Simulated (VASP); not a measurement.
Wanted: the native input for a VASP 6.6.1 run.

```yaml
Task: relaxation of cell and atoms
Functional: PBE
Potentials_or_basis: VASP PAW PBE potentials, release 64 (Mn_pv, Cu)
Cutoff: 600 eV
k_mesh: 18 × 18 × 4
Occupations: gaussian, width 0.1 eV
Spin: no spin polarisation
Dipole_correction: no
Further_INCAR_settings: ALGO = Fast; EDIFF = 1e-06; IBRION = 2; EDIFFG = -0.01; NSW = 100; ISIF = 3
```

The structure of MnCu2 lies in POSCAR:

```
MnCu2
1.0
    2.5295440190      0.0000000000      0.0000000000
   -1.2647720095      2.1906493804      0.0000000000
    0.0000000000      0.0000000000     12.5018056283
Mn Cu
2 4
Direct
    0.3333333333      0.6666666667      0.4269215480
    0.6666666667      0.3333333333      0.5730784520
    0.3333333333      0.6666666667      0.7449086809
    0.3333333333      0.6666666667      0.0849176024
    0.6666666667      0.3333333333      0.9150823976
    0.6666666667      0.3333333333      0.2550913191
```

One way to write it, as run:

INCAR

```
SYSTEM = MnCu2
PREC     = Accurate       ! precision mode
ENCUT    = 600            ! plane-wave cutoff, eV
EDIFF    = 1E-6           ! SCF threshold, eV
ISMEAR   = 0              ! smearing method
SIGMA    = 0.1            ! smearing width, eV
LREAL    = .False.        ! projectors in reciprocal space
LASPH    = .True.         ! aspherical terms in the spheres
NELM     = 100            ! most SCF steps
ALGO     = Fast           ! electronic algorithm
ISIF     = 3              ! what is computed and relaxed
LWAVE    = .False.        ! write WAVECAR
LCHARG   = .False.        ! write CHGCAR
GGA      = PE             ! functional
IBRION   = 2              ! ionic algorithm
NSW      = 100            ! ionic steps
EDIFFG   = -0.01          ! ionic threshold
```

KPOINTS

```
Automatic mesh
0
Gamma
  18 18 4
  0 0 0
```

Potentials or basis: VASP PAW PBE potentials, release 64 (Mn_pv, Cu).

Command:

```sh
$ cat potpaw_PBE.64/Mn_pv/POTCAR potpaw_PBE.64/Cu/POTCAR > POTCAR
$ mpirun -np 1 vasp_std > vasp.out
```

Results of the run:

```
Relaxed volume                        : 11.58 Å³/atom
Relaxed cell                          : a = 2.532 Å, b = 2.532 Å, c = 12.514 Å, α = 90.00°, β = 90.00°, γ = 120.00°
Space group after relaxing (to 0.1 Å) : P-3m1 (No. 164)
Energy gained by relaxing             : 0.0 meV/atom
Ionic steps                           : 9
Pressure after relaxing               : 0.0 GPa
Largest force after relaxing          : 0.008 eV/Å
Band gap on the k mesh                : zero (bands 35 and 36 overlap by 2.05 eV)
```

Caveat: the run has no spin polarisation, though such a crystal can be magnetic.

Wall time 20 min on 1 thread of Intel(R) Xeon(R) 6975P-C (Granite Rapids), on a shared host, peak memory 0.49 GiB.
